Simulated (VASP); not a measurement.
# BC6 in VASP: further runs, part 2 of 3

VASP 6.6.1.

## (3) Single point, PBE

The input, INCAR:

```
  ALGO = Normal
  EDIFF = 1E-6
  ENCUT = 520
  GGA = PE
  GGA_COMPAT = F
  ISIF = 2
  ISMEAR = -1
  ISYM = -1
  LASPH = T
  LCHARG = F
  LREAL = F
  LWAVE = F
  NBANDS = 40
  NELM = 120
  PREC = Accurate
  SIGMA = 0.1379
```

The input, KPOINTS:

```
explicit points
1
Reciprocal
  0.25000000   0.25000000   0.25000000 1
```

The input, POSCAR:

```
BC6
1.0
    4.9729980000     -0.1966600000      0.0225860000
   -0.1966600000      4.9296060000     -0.1069400000
    0.0225860000     -0.1069400000      4.8244630000
C B
12 2
Direct
    0.3035075040      0.9890755307      0.2996716353
    0.3226820645      0.2820842468      0.8660420843
    0.5201305199      0.6966866841      0.5560687285
    1.0157747366      0.6201453045      0.1868875460
    0.8153191846     -0.0002353254      0.2625983524
    0.9720980158      0.6617247620      0.6495751010
    0.6950338252      0.6062550375      0.7205920907
    0.5661201859      0.9005661189      0.3639325559
    1.0504416184      0.8535181029      0.4103339484
    0.1983351564      1.0513607833      1.0181207575
    0.6016207761      0.3679713552      0.9279788548
    1.0904194710      0.7557239956      0.9324728804
    0.2476705356      0.5493453728      0.6768875847
    0.8421585336      0.2982346539      1.1474419477
```

Potentials or basis: VASP PAW PBE potentials, release 64 (C, B).

The run is started by

```
cat potpaw_PBE.64/C/POTCAR potpaw_PBE.64/B/POTCAR > POTCAR
mpirun -np 1 vasp_std > vasp.out
```

OUTCAR:

```text
EDIFF = 1E-6
   ENCUT = 520
   GGA = PE
   ISIF = 2
   ISMEAR = -1
   ISYM = -1
   LASPH = T
   LREAL = F
   NELM = 120
   PREC = Accurate

 ion  position               nearest neighbor table
   1  0.304  0.989  0.300-   8 1.45   9 1.48  10 1.51
   2  0.323  0.282  0.866-  11 1.45  10 1.47  13 1.70
   3  0.520  0.697  0.556-   7 1.30   8 1.40  13 1.60
   4  0.016  0.620  0.187-  12 1.45   9 1.54  14 1.75
   5  0.815  1.000  0.263-   8 1.39  14 1.59   9 1.61
   6  0.972  0.662  0.650-   7 1.43  13 1.53  12 1.53   9 1.55
   7  0.695  0.606  0.721-   3 1.30   6 1.43  11 1.61
   8  0.566  0.901  0.364-   5 1.39   3 1.40   1 1.45
   9  0.050  0.854  0.410-   1 1.48   4 1.54   6 1.55   5 1.61
  10  0.198  0.051  0.018-   2 1.47   1 1.51  12 1.55
  11  0.602  0.368  0.928-   2 1.45   7 1.61  14 1.67
  12  0.090  0.756  0.932-   4 1.45   6 1.53  10 1.55  13 1.78
  13  0.248  0.549  0.677-   6 1.53   3 1.60   2 1.70  12 1.78
  14  0.842  0.298  0.147-   5 1.59  11 1.67   4 1.75

IMPORTANT INFORMATION: All symmetrisations will be switched off!
NOSYMM: (Re-)initialisation of all symmetry stuff for point group C_1.

----------------------------------------------------------------------------------------

                                     Primitive cell

  volume of cell :     118.0263

  direct lattice vectors                    reciprocal lattice vectors
     4.972998000 -0.196660000  0.022586000     0.201406506  0.008018243 -0.000765162
    -0.196660000  4.929606000 -0.106940000     0.008018243  0.203272777  0.004468247
     0.022586000 -0.106940000  4.824463000    -0.000765162  0.004468247  0.207379581

  length of vectors
     4.976936245  4.934686073  4.825700937     0.201567503  0.203479924  0.207429124

  position of ions in fractional coordinates (direct lattice)
     0.303507504  0.989075531  0.299671635
     0.322682065  0.282084247  0.866042084
     0.520130520  0.696686684  0.556068729
     0.015774737  0.620145304  0.186887546
[... 89 lines left out ...]
  energy-cutoff  :      520.00
  volume of cell :      118.03
 maximum number of plane-waves:      3173
 NGX is ok and might be reduce to    40
   NGX = 19   NGY = 19   NGZ = 17

 number of electron      54.0000000 magnetization

 Free energy of the ion-electron system (eV)
  ---------------------------------------------------
  ext. energy  EPLUGINS =         0.00000000
  ---------------------------------------------------
  free energy    TOTEN  =      -112.27322000 eV

  energy without entropy =     -112.12357331  energy(sigma->0) =     -112.19839666

 E-fermi :   4.9083     XC(G=0): -10.7919

 val. band max:        4.5653323989   @ k =   0.2500   0.2500   0.2500
 cond. band min:       5.2512176274   @ k =   0.2500   0.2500   0.2500
 fundamental gap:      0.6858852285
 Fermi energy:         4.9082730540

 k-point     1 :       0.2500    0.2500    0.2500
  band No.  band energies     occupation
      1     -14.2963      2.00000
      2     -12.6349      2.00000
      3     -11.1406      2.00000
      4     -10.6241      2.00000
      5      -9.7033      2.00000
      6      -8.2621      2.00000
[... 31 lines left out ...]
     38      12.7385      0.00000
     39      13.0343      0.00000
 [bands above 39 left out]

------------------------ aborting loop because EDIFF is reached ----------------------------------------

  FORCE on cell =-STRESS in cart. coord.  units (eV):
  Direction    XX          YY          ZZ          XY          YZ          ZX
  --------------------------------------------------------------------------------------
  -------------------------------------------------------------------------------------
  Total        8.9588063    -19.6016800      1.7302761     -6.6558805      7.0651277      0.1076785
  in kB      121.6135371   -266.0878646     23.4880614    -90.3518992     95.9073270      1.4617082
  external PRESSURE =     -40.3287554 kB  Pullay stress =       0.0000000 kB

 VOLUME and BASIS-vectors are now :
 -----------------------------------------------------------------------------
  energy-cutoff  :      520.00
  volume of cell :      118.03
      direct lattice vectors                 reciprocal lattice vectors
     4.972998000 -0.196660000  0.022586000     0.201406506  0.008018243 -0.000765162
    -0.196660000  4.929606000 -0.106940000     0.008018243  0.203272777  0.004468247
     0.022586000 -0.106940000  4.824463000    -0.000765162  0.004468247  0.207379581

 POSITION                                       TOTAL-FORCE (eV/Angst)
 -----------------------------------------------------------------------------------
      1.32160      4.78402      1.34684         0.855932      0.110771     -0.722441
      1.56878      1.23449      4.15531         2.040347      1.288970     -0.070019
      2.46216      3.27264      2.61998        -3.941250     -0.998258      1.082792
     -0.03929      3.03398      0.83567        -0.369674     -1.640959     -3.721899
      3.86390      4.74002      1.17840         0.463143      2.591922      3.272117
      4.71878      3.00140      3.08504         2.608271      2.628319      1.926583
      3.35345      2.77485      3.42733         1.594234     -4.724631      1.348018
      2.64643      4.28918      1.67226        -3.192160      1.655702     -1.487790
      0.09226      4.15371      1.88951        -2.848228     -1.787946     -1.144622
      0.97663      0.21225      0.08641         1.775349     -0.611368     -0.413680
      2.94045      1.59640      4.45124         1.241819      1.347747     -0.760657
      0.32210      3.60792      4.41991         0.114862      1.360635      0.264500
      1.13892      2.58696      3.21247         0.154242     -2.197410      1.212760
      4.13273      1.28879      0.69846        -0.496888      0.976508     -0.785662
 -----------------------------------------------------------------------------------
    total drift:                                0.000118     -0.000124     -0.000023

  FREE ENERGIE OF THE ION-ELECTRON SYSTEM (eV)
  ---------------------------------------------------
  free  energy   TOTEN  =      -112.2732200042 eV

  energy  without entropy=     -112.1235733090  energy(sigma->0) =     -112.19839666
```

OSZICAR:

```text
N       E                     dE             d eps       ncg     rms          rms(c)
DAV:   1     0.157700317750E+03    0.15770E+03   -0.26830E+04    80   0.125E+03
DAV:   2    -0.103521469062E+03   -0.26122E+03   -0.24870E+03    96   0.250E+02
DAV:   3    -0.118493368991E+03   -0.14972E+02   -0.14793E+02   104   0.573E+01
DAV:   4    -0.118743901305E+03   -0.25053E+00   -0.24971E+00   104   0.795E+00
DAV:   5    -0.118750876297E+03   -0.69750E-02   -0.69722E-02    96   0.125E+00    0.153E+01
DAV:   6    -0.113504286814E+03    0.52466E+01   -0.75199E+00   104   0.130E+01    0.853E+00
DAV:   7    -0.112318229260E+03    0.11861E+01   -0.42091E+00    96   0.891E+00    0.359E+00
DAV:   8    -0.112268175610E+03    0.50054E-01   -0.34360E-01   104   0.265E+00    0.155E+00
DAV:   9    -0.112271503094E+03   -0.33275E-02   -0.29410E-02    96   0.851E-01    0.500E-01
DAV:  10    -0.112272781993E+03   -0.12789E-02   -0.40245E-03   104   0.333E-01    0.107E-01
DAV:  11    -0.112273093725E+03   -0.31173E-03   -0.68793E-04   104   0.132E-01    0.435E-02
DAV:  12    -0.112273169691E+03   -0.75966E-04   -0.12449E-04   104   0.502E-02    0.260E-02
DAV:  13    -0.112273208262E+03   -0.38571E-04   -0.38571E-05    96   0.288E-02    0.114E-02
DAV:  14    -0.112273219040E+03   -0.10778E-04   -0.10353E-05   104   0.159E-02    0.330E-03
DAV:  15    -0.112273220004E+03   -0.96386E-06   -0.14917E-06    72   0.608E-03
   1 F= -.11227322E+03 E0= -.11219840E+03  d E =-.149647E+00
```

It took 18 s on 1 thread of Intel Xeon 8259CL, shared host; peak memory 0.18 GiB.

Results:

```
Free energy   : -112.2732 eV
Pressure      : -4.0 GPa
Largest force : 5.165 eV/Å
```

Forces on the atoms (eV/Å):
```
C    0.856  0.111 -0.722
C    2.040  1.289 -0.070
C   -3.941 -0.998  1.083
C   -0.370 -1.641 -3.722
C    0.463  2.592  3.272
C    2.608  2.628  1.927
C    1.594 -4.725  1.348
C   -3.192  1.656 -1.488
C   -2.848 -1.788 -1.145
C    1.775 -0.611 -0.414
C    1.242  1.348 -0.761
C    0.115  1.361  0.265
B    0.154 -2.197  1.213
B   -0.497  0.977 -0.786
```

Caveat: the atoms stand as in a frame of molecular dynamics.

## (4) Single point, PBE

The input, INCAR:

```
SYSTEM = BC6
PREC = Accurate
ENCUT = 520
EDIFF = 1E-6
ISMEAR = -1
SIGMA = 0.1379
LREAL = .FALSE.
LASPH = .TRUE.
NELM = 120
ALGO = Normal
ISIF = 2
LWAVE = .FALSE.
LCHARG = .TRUE.
GGA = PE
LELF = .TRUE.
LVHAR = .TRUE.
ISYM = -1
NBANDS = 40
GGA_COMPAT = .FALSE.
```

KPOINTS is that of step 3.

The input, POSCAR:

```
BC6
1.0
    4.9729980000     -0.1966600000      0.0225860000
   -0.1966600000      4.9296060000     -0.1069400000
    0.0225860000     -0.1069400000      4.8244630000
C B
12 2
Direct
    0.3687973097      0.9609748584      0.3359617423
    0.4517224396      0.2710949611      0.9153788291
    0.6175836740      0.5933262685      0.5606202320
    1.1158762888      0.5865497092      0.1513908271
    0.8941659534     -0.0215235805      0.3286847958
    1.1303017487      0.6421172352      0.6928823004
    0.8111549199      0.5263835603      0.7487734309
    0.6441995214      0.8456206366      0.3620748631
    1.1189031173      0.8041665094      0.4241309387
    0.2961752230      1.0405638096      1.0386738338
    0.7427880923      0.3388667437      0.9392914398
    1.2068434197      0.7671319372      0.9383801521
    0.3752585870      0.4719708441      0.7061712302
    0.9565858112      0.2399330117      1.1251173424
```

Potentials or basis: VASP PAW PBE potentials, release 64 (C, B).

The run is started by

```
cat potpaw_PBE.64/C/POTCAR potpaw_PBE.64/B/POTCAR > POTCAR
mpirun -np 1 vasp_std > vasp.out
```

OUTCAR:

```text
SYSTEM = BC6
   PREC = Accurate
   ENCUT = 520
   EDIFF = 1E-6
   ISMEAR = -1
   LREAL = .FALSE.
   LASPH = .TRUE.
   NELM = 120
   ISIF = 2
   GGA = PE
   ISYM = -1

 ion  position               nearest neighbor table
   1  0.369  0.961  0.336-   9 1.48   8 1.53  10 1.56
   2  0.452  0.271  0.915-  11 1.47  10 1.47  13 1.52
   3  0.618  0.593  0.561-   7 1.40  13 1.49   8 1.60
   4  0.116  0.587  0.151-  12 1.44   9 1.66  14 1.83
   5  0.894  0.978  0.329-   8 1.37   9 1.55  14 1.66
   6  0.130  0.642  0.693-  12 1.36  13 1.54   9 1.56   7 1.67
   7  0.811  0.526  0.749-  11 1.35   3 1.40   6 1.67
   8  0.644  0.846  0.362-   5 1.37   1 1.53   3 1.60
   9  0.119  0.804  0.424-   1 1.48   5 1.55   6 1.56   4 1.66
  10  0.296  0.041  0.039-  12 1.45   2 1.47   1 1.56  14 2.05
  11  0.743  0.339  0.939-   7 1.35   2 1.47  14 1.52
  12  0.207  0.767  0.938-   6 1.36   4 1.44  10 1.45  13 2.03
  13  0.375  0.472  0.706-   3 1.49   2 1.52   6 1.54  12 2.03
[... 178 lines left out ...]

------------------------ aborting loop because EDIFF is reached ----------------------------------------

  FORCE on cell =-STRESS in cart. coord.  units (eV):
  Direction    XX          YY          ZZ          XY          YZ          ZX
  --------------------------------------------------------------------------------------
  -------------------------------------------------------------------------------------
  Total        6.3807893    -17.2446906      7.8706838     -0.3485448      6.6826095     -1.1228089
  in kB       86.6176059   -234.0923272    106.8425481     -4.7314084     90.7147388    -15.2418473
  external PRESSURE =     -13.5440577 kB  Pullay stress =       0.0000000 kB

 VOLUME and BASIS-vectors are now :
 -----------------------------------------------------------------------------
  energy-cutoff  :      520.00
  volume of cell :      118.03
      direct lattice vectors                 reciprocal lattice vectors
     4.972998000 -0.196660000  0.022586000     0.201406506  0.008018243 -0.000765162
    -0.196660000  4.929606000 -0.106940000     0.008018243  0.203272777  0.004468247
     0.022586000 -0.106940000  4.824463000    -0.000765162  0.004468247  0.207379581

 POSITION                                       TOTAL-FORCE (eV/Angst)
 -----------------------------------------------------------------------------------
      1.65263      4.62877      1.52640         2.731981     -1.361531     -1.656782
      2.21378      1.14966      4.39742         1.719132     -1.047110     -0.261485
      2.96722      2.74346      2.65519         1.676912      2.796384     -0.625467
      0.46432      2.85248      0.67027         0.314569     -0.042782      2.444375
      4.26168      4.61251      1.50128        -0.047602      1.118142     -0.059999
      0.53736      3.06566      3.27706        -5.640200     -1.016178     -4.583671
      3.94727      2.35527      3.57446         3.540564      2.995802     -5.336767
      3.04548      4.00317      1.67094        -3.221218     -0.791569      3.322305
      0.44274      3.89548      1.96289         1.035667     -1.038782     -0.768152
      1.46578      0.13758      0.18893         0.455424      0.649978      1.851084
      3.64846      1.42396      4.51211        -1.921702     -3.375895      1.963845
      0.89896      3.64063      4.44981        -0.047643      0.619733      2.857310
      1.78929      2.17731      3.36490        -1.509148      0.059694     -0.981609
      4.71274      0.98127      0.59957         0.913266      0.434114      1.835012
 -----------------------------------------------------------------------------------
    total drift:                               -0.000007     -0.000329      0.000291

  FREE ENERGIE OF THE ION-ELECTRON SYSTEM (eV)
  ---------------------------------------------------
  free  energy   TOTEN  =      -112.7881347308 eV

  energy  without entropy=     -112.5590307721  energy(sigma->0) =     -112.67358275
```

OSZICAR:

```text
N       E                     dE             d eps       ncg     rms          rms(c)
DAV:   1     0.181237147746E+03    0.18124E+03   -0.26751E+04    80   0.125E+03
DAV:   2    -0.102724562986E+03   -0.28396E+03   -0.27246E+03   104   0.255E+02
DAV:   3    -0.119863001237E+03   -0.17138E+02   -0.16950E+02   104   0.616E+01
DAV:   4    -0.120136657612E+03   -0.27366E+00   -0.27328E+00   104   0.851E+00
DAV:   5    -0.120144229737E+03   -0.75721E-02   -0.75705E-02   104   0.134E+00    0.160E+01
DAV:   6    -0.114316672349E+03    0.58276E+01   -0.13593E+01    96   0.154E+01    0.933E+00
DAV:   7    -0.113215839707E+03    0.11008E+01   -0.79097E+00   104   0.988E+00    0.559E+00
DAV:   8    -0.112775923936E+03    0.43992E+00   -0.18896E+00    96   0.569E+00    0.203E+00
DAV:   9    -0.112787174150E+03   -0.11250E-01   -0.17501E-01   104   0.194E+00    0.104E+00
DAV:  10    -0.112787371327E+03   -0.19718E-03   -0.21724E-02    96   0.687E-01    0.268E-01
DAV:  11    -0.112787899097E+03   -0.52777E-03   -0.31887E-03   104   0.282E-01    0.648E-02
DAV:  12    -0.112788046517E+03   -0.14742E-03   -0.38155E-04    96   0.931E-02    0.363E-02
DAV:  13    -0.112788111772E+03   -0.65254E-04   -0.60537E-05   104   0.392E-02    0.171E-02
DAV:  14    -0.112788132375E+03   -0.20603E-04   -0.26017E-05    96   0.245E-02    0.558E-03
DAV:  15    -0.112788134515E+03   -0.21397E-05   -0.39581E-06    88   0.910E-03    0.181E-03
DAV:  16    -0.112788134731E+03   -0.21606E-06   -0.41787E-07    64   0.346E-03
   1 F= -.11278813E+03 E0= -.11267358E+03  d E =-.229104E+00
```

It took 21 s on 1 thread of Intel Xeon 8259CL, shared host; peak memory 0.18 GiB.

What came out:

```
Free energy   : -112.7881 eV
Pressure      : -1.4 GPa
Largest force : 7.339 eV/Å
```

Forces in eV/Å, atoms in the order of the input:
```
C    2.732 -1.362 -1.657
C    1.719 -1.047 -0.261
C    1.677  2.796 -0.625
C    0.315 -0.043  2.444
C   -0.048  1.118 -0.060
C   -5.640 -1.016 -4.584
C    3.541  2.996 -5.337
C   -3.221 -0.792  3.322
C    1.036 -1.039 -0.768
C    0.455  0.650  1.851
C   -1.922 -3.376  1.964
C   -0.048  0.620  2.857
B   -1.509  0.060 -0.982
B    0.913  0.434  1.835
```

Caveat: the atoms stand as in a frame of molecular dynamics.

(Part 2 of 3 ends here.)
